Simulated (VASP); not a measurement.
# Rh (R-3m) in VASP: a series of runs

Rh is run at these levels: r2SCAN; tasks: single point.

All numbers are computed with VASP 6.6.1; they aren't measurements. Logs are shortened: lines on timing, memory, paths and dates and some standing lists are left out, and cuts for length are marked.

**1. The cell of the first run**

Symmetry: R-3m, No. 166, trigonal system. Conventional cell: a = 2.755 Å, b = 2.755 Å, c = 6.276 Å, α = 90.00°, β = 90.00°, γ = 120.00°. Rh (site symmetry -3m) has 12 Rh at 2.63 to 2.76 Å within 3.5 Å.

**2. Single point, r2SCAN**

File POSCAR:

```
Rh
1.0
   -0.0909117911      1.8571980184      1.8571980184
    1.8571980184     -0.0909117911      1.8571980184
    1.8571980184      1.8571980184     -0.0909117911
Rh
1
Direct
    0.0000000000      0.0000000000      0.0000000000
```

File INCAR.step1:

```
SYSTEM = Rh
ALGO = Normal
EDIFF = 1E-4
ENCUT = 520
GGA = PE
ISMEAR = 0
LASPH = .TRUE.
LCHARG = .FALSE.
LREAL = .FALSE.
LWAVE = .TRUE.
NBANDS = 14
NELM = 80
PREC = Accurate
SIGMA = 0.15
```

File INCAR.step2:

```
SYSTEM = Rh
ALGO = Normal
EDIFF = 1E-7
ENCUT = 520
ISIF = 2
ISMEAR = 0
ISTART = 1
LASPH = .TRUE.
LCHARG = .FALSE.
LMIXTAU = .TRUE.
LREAL = .FALSE.
LWAVE = .FALSE.
METAGGA = R2SCAN
NBANDS = 14
NELM = 80
PREC = Accurate
SIGMA = 0.15
```

File KPOINTS:

```
k-points
0
G
  8 8 8
  0 0 0
```

Potentials or basis: VASP PAW PBE potentials, release 64 (Rh_pv).

Started as:

```bash
> cat potpaw_PBE.64/Rh_pv/POTCAR > POTCAR
> cp INCAR.step1 INCAR
> mpirun -np 1 vasp_std > vasp.out
> cp INCAR.step2 INCAR
> mpirun -np 1 vasp_std > vasp.out
```

OUTCAR:

```text
SYSTEM = Rh
   EDIFF = 1E-7
   ENCUT = 520
   ISIF = 2
   ISMEAR = 0
   ISTART = 1
   LASPH = .TRUE.
   LREAL = .FALSE.
   METAGGA = R2SCAN
   NELM = 80
   PREC = Accurate

 ion  position               nearest neighbor table
   1  0.000  0.000  0.000-

  LATTYP: Found a trigonal (rhomboedric) cell.
 ALAT       =     2.6280475477
 COS(alpha) =     0.4505091948

  Lattice vectors:

 A1 = (  -0.0909117911,   1.8571980184,   1.8571980184)
 A2 = (   1.8571980184,  -0.0909117911,   1.8571980184)
 A3 = (   1.8571980184,   1.8571980184,  -0.0909117911)

Analysis of symmetry for initial positions (statically):
=====================================================================
 Subroutine PRICEL returns:
 Original cell was already a primitive cell.

 Routine SETGRP: Setting up the symmetry group for a
 trigonal (rhombohedral) supercell.

 Subroutine GETGRP returns: Found 12 space group operations
 (whereof 12 operations were pure point group operations)
 out of a pool of 12 trial point group operations.

The static configuration has the point symmetry D_3d.

Analysis of symmetry for dynamics (positions and initial velocities):
=====================================================================
 Subroutine PRICEL returns:
 Original cell was already a primitive cell.

 Routine SETGRP: Setting up the symmetry group for a
 trigonal (rhombohedral) supercell.

 Subroutine GETGRP returns: Found 12 space group operations
 (whereof 12 operations were pure point group operations)
 out of a pool of 12 trial point group operations.

The dynamic configuration has the point symmetry D_3d.

 Subroutine INISYM returns: Found 12 space group operations
 (whereof 12 operations are pure point group operations),
 and found     1 'primitive' translations

----------------------------------------------------------------------------------------

                                     Primitive cell

  volume of cell :      13.7516

  direct lattice vectors                    reciprocal lattice vectors
    -0.090911791  1.857198018  1.857198018    -0.250219569  0.263098518  0.263098518
     1.857198018 -0.090911791  1.857198018     0.263098518 -0.250219569  0.263098518
     1.857198018  1.857198018 -0.090911791     0.263098518  0.263098518 -0.250219569

  length of vectors
     2.628047548  2.628047548  2.628047548     0.448387659  0.448387659  0.448387659

  position of ions in fractional coordinates (direct lattice)
     0.000000000  0.000000000  0.000000000

  ion indices of the primitive-cell ions
   primitive index   ion index
                 1           1

----------------------------------------------------------------------------------------

 KPOINTS: k-points

Automatic generation of k-mesh.
 Grid dimensions read from file:
 generate k-points for:    8    8    8

 Generating k-lattice:

  Cartesian coordinates                     Fractional coordinates (reciprocal lattice)
    -0.031277446  0.032887315  0.032887315     0.125000000  0.000000000 -0.000000000
     0.032887315 -0.031277446  0.032887315     0.000000000  0.125000000 -0.000000000
     0.032887315  0.032887315 -0.031277446     0.000000000  0.000000000  0.125000000

  Length of vectors
     0.056048457  0.056048457  0.056048457

  Shift w.r.t. Gamma in fractional coordinates (k-lattice)
     0.000000000  0.000000000  0.000000000

 Subroutine IBZKPT returns following result:
 ===========================================

 Found     65 irreducible k-points:

 Following reciprocal coordinates:
            Coordinates               Weight
  0.000000  0.000000  0.000000      1.000000
  0.125000  0.000000 -0.000000      6.000000
  0.250000  0.000000 -0.000000      6.000000
  0.375000  0.000000  0.000000      6.000000
  0.500000  0.000000 -0.000000      3.000000
  0.125000  0.125000  0.000000      6.000000
[... 16 lines left out ...]
  0.250000  0.125000  0.125000      6.000000
  0.375000  0.125000  0.125000      6.000000
 [... further k-points ...]
   k-points           NKPTS =     65   k-points in BZ     NKDIM =     65   number of bands    NBANDS=     14
   number of dos      NEDOS =    301   number of ions     NIONS =      1
   total plane-waves  NPLWV =   8000
   dimension x,y,z NGX =    20 NGY =   20 NGZ =   20
   dimension x,y,z NGXF=    40 NGYF=   40 NGZF=   40
   ions per type =               1
   NGX,Y,Z   is equivalent  to a cutoff of  12.65, 12.65, 12.65 a.u.
   NGXF,Y,Z  is equivalent  to a cutoff of  25.30, 25.30, 25.30 a.u.
 SYSTEM =  Rh
   PREC   = accura    normal or accurate (medium, high low for compatibility)
   ISTART =      1    job   : 0-new  1-cont  2-samecut
   ICHARG =      0    charge: 1-file 2-atom 10-const
   ISPIN  =      1    spin polarized calculation?
   LNONCOLLINEAR =      F non collinear calculations
   LSORBIT =      F    spin-orbit coupling
   LASPH  =      T    aspherical Exc in radial PAW
   ENCUT  =  520.0 eV  38.22 Ry    6.18 a.u.   4.89  4.89  4.89*2*pi/ulx,y,z
   NELM   =     80;   NELMIN=  2; NELMDL=  0     # of ELM steps
   EDIFF  = 0.1E-06   stopping-criterion for ELM
   LREAL  =      F    real-space projection
   EDIFFG = 0.1E-05   stopping-criterion for IOM
   NSW    =      0    number of steps for IOM
   IBRION =     -1    ionic relax: 0-MD 1-quasi-New 2-CG
   NFREE  =      0    steps in history (QN), initial steepest desc. (CG)
   ISIF   =      2    stress and relaxation
   ISYM   =      2    0-nonsym 1-usesym 2-fastsym
   POTIM  = 0.5000    time-step for ionic-motion
   TEBEG  =    0.0;   TEEND  =   0.0 temperature during run
   PSTRESS=    0.0 pullay stress
   NELECT =      15.0000    total number of electrons
   NUPDOWN=      -1.0000    fix difference up-down
   EMIN   =  10.00;   EMAX   =-10.00  energy-range for DOS
   EFERMI =   0.00;   METHOD = LEGACY
   ISMEAR =     0;   SIGMA  =   0.15  broadening in eV -4-tet -1-fermi 0-gaus
   EFERMI_NEDOS =   21; number of points for ismear=-14 and -15
   IALGO  =     38    algorithm
   IMIX   =      4    mixing-type and parameters
     AMIX     =   0.40;   BMIX     =  1.00
     AMIX_MAG =   1.60;   BMIX_MAG =  1.00
  volume/ion in A,a.u.               =      13.75        92.80
  Fermi-wavevector in a.u.,A,eV,Ry     =   1.685211  3.184586 38.639656  2.839935
  Thomas-Fermi vector in A             =   2.768095
   LORBIT       =      0    0 simple, 1 ext, 2 COOP (PROOUT), +10 PAW based schemes
   METAGGA = R2SCAN    functional components
   LHFCALC =     F    Hartree Fock is set to
   AEXX    =    0.0000 exact exchange contribution
   IVDW    =     0    specifies the selected vdW correction
   LEPSILON=     F    determine dielectric tensor
   LRPA    =     F    only Hartree local field effects (RPA)
 non-spin polarized calculation
 Gauss-broadening in eV      SIGMA  =   0.15
  energy-cutoff  :      520.00
  volume of cell :       13.75
 maximum number of plane-waves:       378
   NGX =  9   NGY =  9   NGZ =  9

 number of electron      15.0000000 magnetization

 Free energy of the ion-electron system (eV)
  ---------------------------------------------------
  ext. energy  EPLUGINS =         0.00000000
  ---------------------------------------------------
  free energy    TOTEN  =       -24.06340753 eV

  energy without entropy =      -24.04264221  energy(sigma->0) =      -24.05302487

 E-fermi :  11.7956     XC(G=0): -15.1818

 val. band max:       11.7874223773   @ k =   0.3750   0.3750   0.0000
 cond. band min:      11.7965999024   @ k =  -0.3750   0.2500  -0.0000
 fundamental gap:      0.0091775250
 Fermi energy:        11.7956316204

 k-point     1 :       0.0000    0.0000    0.0000
  band No.  band energies     occupation
      1     -36.0104      2.00000
      2     -36.0104      2.00000
      3     -36.0057      2.00000
      4       3.5718      2.00000
      5       8.2032      2.00000
      6       8.2032      2.00000
      7       9.2022      2.00000
      8      10.7697      2.00000
      9      10.7697      2.00000
     10      28.3848      0.00000
     11      29.2303      0.00000
     12      33.4562      0.00000
     13      33.4562      0.00000
     14      35.9620      0.00000

 k-point     2 :       0.1250    0.0000   -0.0000
  band No.  band energies     occupation
      1     -36.1263      2.00000
      2     -36.0224      2.00000
      3     -36.0202      2.00000
      4       4.1775      2.00000
      5       8.1017      2.00000
      6       8.3349      2.00000
      7       9.3508      2.00000
      8      10.6921      2.00000
      9      10.6980      2.00000
     10      29.1164      0.00000
     11      29.2304      0.00000
     12      31.2354      0.00000
     13      34.4500      0.00000
     14      36.5073      0.00000

 k-point     3 :       0.2500    0.0000   -0.0000
  band No.  band energies     occupation
      1     -36.4034      2.00000
      2     -36.0602      2.00000
      3     -36.0439      2.00000
      4       5.3457      2.00000
      5       8.3714      2.00000
      6       8.3824      2.00000
      7       9.4800      2.00000
      8      10.8986      2.00000
      9      11.0403      2.00000
     10      27.1597      0.00000
     11      29.2308      0.00000
     12      30.0570      0.00000
     13      36.8451      0.00000
     14      38.0672      0.00000
[... 324 lines left out ...]
 k-point    23 :       0.2500    0.1250    0.1250
  band No.  band energies     occupation
      1     -36.3146      2.00000
      2     -36.0940      2.00000
      3     -36.0340      2.00000
      4       5.2127      2.00000
      5       8.0102      2.00000
      6       8.8393      2.00000
      7       9.3704      2.00000
      8       9.9884      2.00000
      9      11.0597      2.00000
     10      29.2297      0.00000
     11      29.6625      0.00000
     12      31.0438      0.00000
     13      33.9606      0.00000
     14      36.8889      0.00000

 k-point    24 :       0.3750    0.1250    0.1250
  band No.  band energies     occupation
      1     -36.5587      2.00000
      2     -36.1594      2.00000
      3     -36.0577      2.00000
      4       6.1877      2.00000
      5       8.1556      2.00000
      6       8.7492      2.00000
      7       9.1704      2.00000
      8      10.3721      2.00000
      9      12.7103      0.00000
     10      26.0277      0.00000
     11      29.2307      0.00000
     12      30.4476      0.00000
     13      34.3902      0.00000
     14      35.9120      0.00000

 [... further k-points ...]

------------------------ aborting loop because EDIFF is reached ----------------------------------------

  FORCE on cell =-STRESS in cart. coord.  units (eV):
  Direction    XX          YY          ZZ          XY          YZ          ZX
  --------------------------------------------------------------------------------------
  -------------------------------------------------------------------------------------
  Total        0.2815735      0.2815735      0.2815735      0.7747013      0.7747013      0.7747013
  in kB       32.8056883     32.8056883     32.8056883     90.2592277     90.2592277     90.2592277
  external PRESSURE =      32.8056883 kB  Pullay stress =       0.0000000 kB

 VOLUME and BASIS-vectors are now :
 -----------------------------------------------------------------------------
  energy-cutoff  :      520.00
  volume of cell :       13.75
      direct lattice vectors                 reciprocal lattice vectors
    -0.090911791  1.857198018  1.857198018    -0.250219569  0.263098518  0.263098518
     1.857198018 -0.090911791  1.857198018     0.263098518 -0.250219569  0.263098518
     1.857198018  1.857198018 -0.090911791     0.263098518  0.263098518 -0.250219569

 POSITION                                       TOTAL-FORCE (eV/Angst)
 -----------------------------------------------------------------------------------
      0.00000      0.00000      0.00000         0.000000     -0.000000      0.000000
 -----------------------------------------------------------------------------------
    total drift:                                0.000000     -0.000000      0.000000

  FREE ENERGIE OF THE ION-ELECTRON SYSTEM (eV)
  ---------------------------------------------------
  free  energy   TOTEN  =       -24.0634075268 eV

  energy  without entropy=      -24.0426422090  energy(sigma->0) =      -24.05302487
```

Run time: 49 s. Hardware: 1 thread of Intel Xeon 8259CL, shared host; peak memory 0.14 GiB.

Results:

```yaml
Free_energy: -24.0634 eV
Pressure: 3.3 GPa
```

Levels at points of the mesh, in eV from the Fermi level:
```
           k point  band 3  band 4  band 5  band 6  band 7  band 8  band 9  band 10  band 11  band 12
(0.00, 0.00, 0.00)  -47.80   -8.22   -3.59   -3.59   -2.59   -1.03   -1.03    16.59    17.43    21.66
(0.50, 0.00, 0.00)  -47.87   -6.39   -3.83   -2.71    0.21    0.62    0.71     8.71    16.46    17.43
(0.50, 0.50, 0.00)  -48.04   -6.60   -6.23    0.37    0.94    1.17    3.46    12.87    13.02    14.96
(0.50, 0.50, 0.50)  -47.97   -6.41   -3.48   -3.48    0.78    0.78    1.68    10.20    15.58    17.44
```

Caveat: the PAW data sets were made with another functional, which shifts forces and pressure a little.

**3. Single point, r2SCAN**

This run uses another cell than the first one, of the same volume but with other edges.

File POSCAR:

```
Rh
1.0
    0.0988473943      1.9522360377      1.9522360377
    1.9522360377      0.0988473943      1.9522360377
    1.9522360377      1.9522360377      0.0988473943
Rh
1
Direct
    0.0000000000      0.0000000000      0.0000000000
```

File INCAR.step1:

```
SYSTEM = Rh
PREC     = Accurate       ! precision mode
ENCUT    = 520            ! plane-wave cutoff, eV
ISMEAR   = 0              ! smearing method
SIGMA    = 0.15           ! smearing width, eV
LREAL    = .FALSE.        ! projectors in reciprocal space
LASPH    = .TRUE.         ! aspherical terms in the spheres
NELM     = 80             ! most SCF steps
NBANDS   = 14             ! bands
GGA      = PE             ! functional
ALGO     = Normal         ! electronic algorithm
EDIFF    = 1E-4           ! SCF threshold, eV
LWAVE    = .TRUE.         ! write WAVECAR
LCHARG   = .FALSE.        ! write CHGCAR
```

File INCAR.step2:

```
SYSTEM = Rh
PREC     = Accurate       ! precision mode
ENCUT    = 520            ! plane-wave cutoff, eV
EDIFF    = 1E-7           ! SCF threshold, eV
ISMEAR   = 0              ! smearing method
SIGMA    = 0.15           ! smearing width, eV
LREAL    = .FALSE.        ! projectors in reciprocal space
LASPH    = .TRUE.         ! aspherical terms in the spheres
NELM     = 80             ! most SCF steps
ALGO     = Normal         ! electronic algorithm
ISIF     = 2              ! what is computed and relaxed
LWAVE    = .FALSE.        ! write WAVECAR
LCHARG   = .FALSE.        ! write CHGCAR
METAGGA  = R2SCAN         ! meta-GGA
LMIXTAU  = .TRUE.       
NBANDS   = 14             ! bands
ISTART   = 1
```

File KPOINTS:

```
Automatic mesh
0
G
  8 8 8
  0 0 0
```

Potentials or basis: VASP PAW PBE potentials, release 64 (Rh_pv).

Started as:

```bash
> cat potpaw_PBE.64/Rh_pv/POTCAR > POTCAR
> cp INCAR.step1 INCAR
> mpirun -np 1 vasp_std > vasp.out
> cp INCAR.step2 INCAR
> mpirun -np 1 vasp_std > vasp.out
```

Wall time 61 s (1 thread of Intel Xeon 8259CL, shared host); peak memory 0.15 GiB.

It converged, with:

```
Free energy : -24.0622 eV
Pressure    : 3.4 GPa
```

Stress tensor (GPa, compression positive):
```
 3.43 -8.62 -8.62
-8.62  3.43 -8.62
-8.62 -8.62  3.43
```

Levels at points of the mesh, in eV from the Fermi level:
```tsv
k point	band 5	band 6	band 7	band 8	band 9	band 10
(0.00, 0.00, 0.00)	-3.79	-2.99	-2.99	-0.98	-0.98	16.53
(0.50, 0.00, 0.00)	-3.88	-2.76	0.28	0.93	1.17	9.51
(0.50, 0.50, 0.00)	-6.20	0.39	1.02	1.15	3.49	12.89
(0.50, 0.50, 0.50)	-3.23	-3.23	0.13	0.45	0.45	7.87
```

Caveat: the k points lie up to 0.36 Å⁻¹ apart; the PAW data sets were made with another functional, which shifts forces and pressure a little.
